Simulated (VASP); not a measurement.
The system is Ga.

```
CELL_PARAMETERS angstrom
1.38300 -4.02650 0.00000
1.38300 4.02650 0.00000
-0.11745 0.00000 3.32993
ATOMIC_POSITIONS crystal
Ga 0.13100 0.86900 0.75000
Ga 0.86900 0.13100 0.25000
```

| Property | Result |
| --- | --- |
| Program | VASP 6.6.1 |
| Task | relaxation of cell and atoms |
| Functional | PBE |
| Dispersion | D3(BJ) |
| Potentials or basis | VASP PAW PBE potentials, release 64 (Ga_d) |
| Cutoff | 600 eV |
| k mesh | 10 × 10 × 8 |
| Occupations | fermi-dirac, width 0.05 eV |
| Spin | no spin polarisation |

At the start: pressure -0.9 GPa; volume 18.54 Å³/atom.

Problem. How do energy, volume and symmetry change on relaxing?

Solution. Over 22 steps the energy falls by 10.2 meV/atom and the volume is 18.23 Å³/atom (-1.7 %); space group C2/c (No. 15, to 0.1 Å) before, Cmcm (No. 63, to 0.1 Å).

Step by step:
| step | energy change (eV) | largest force (eV/Å) | pressure (GPa) | volume (Å³) |
| --- | --- | --- | --- | --- |
| 1 | 0.0000 | 0.2058 | -0.94 | 37.09 |
| 2 | -0.0078 | 0.1230 | -0.26 | 36.50 |
| 3 | -0.0107 | 0.0429 | 0.64 | 35.93 |
| 4 | -0.0146 | 0.0141 | 0.05 | 36.18 |
| 5 | -0.0170 | 0.0137 | -0.17 | 36.36 |
| 6 | -0.0191 | 0.0647 | -0.86 | 36.73 |
| 7 | -0.0190 | 0.0429 | -0.24 | 36.63 |
| 8 | -0.0191 | 0.0594 | -0.49 | 36.69 |
| 9 | -0.0193 | 0.0409 | 0.14 | 36.40 |
| 10 | -0.0200 | 0.0457 | -0.19 | 36.53 |
| 11 | -0.0200 | 0.0469 | -0.08 | 36.53 |
| 12 | -0.0200 | 0.0461 | -0.11 | 36.53 |
| 13 | -0.0204 | 0.0169 | 0.06 | 36.44 |
| 14 | -0.0204 | 0.0090 | 0.30 | 36.42 |
| 15 | -0.0204 | 0.0059 | -0.13 | 36.49 |
| 16 | -0.0204 | 0.0117 | 0.18 | 36.46 |
| 17 | -0.0204 | 0.0032 | -0.25 | 36.48 |
| 18 | -0.0204 | 0.0080 | -0.07 | 36.47 |
| 19 | -0.0204 | 0.0005 | -0.05 | 36.47 |
| 20 | -0.0204 | 0.0002 | -0.03 | 36.48 |
| 21 | -0.0205 | 0.0032 | -0.06 | 36.47 |
| 22 | -0.0205 | 0.0065 | 0.01 | 36.46 |

Final structure:
```
CELL_PARAMETERS angstrom
1.41834 -4.04430 0.02102
1.41834 4.04430 0.02102
-0.07005 0.00000 3.17712
ATOMIC_POSITIONS crystal
Ga 0.13497 0.86503 0.75000
Ga 0.86503 0.13497 0.25000
```
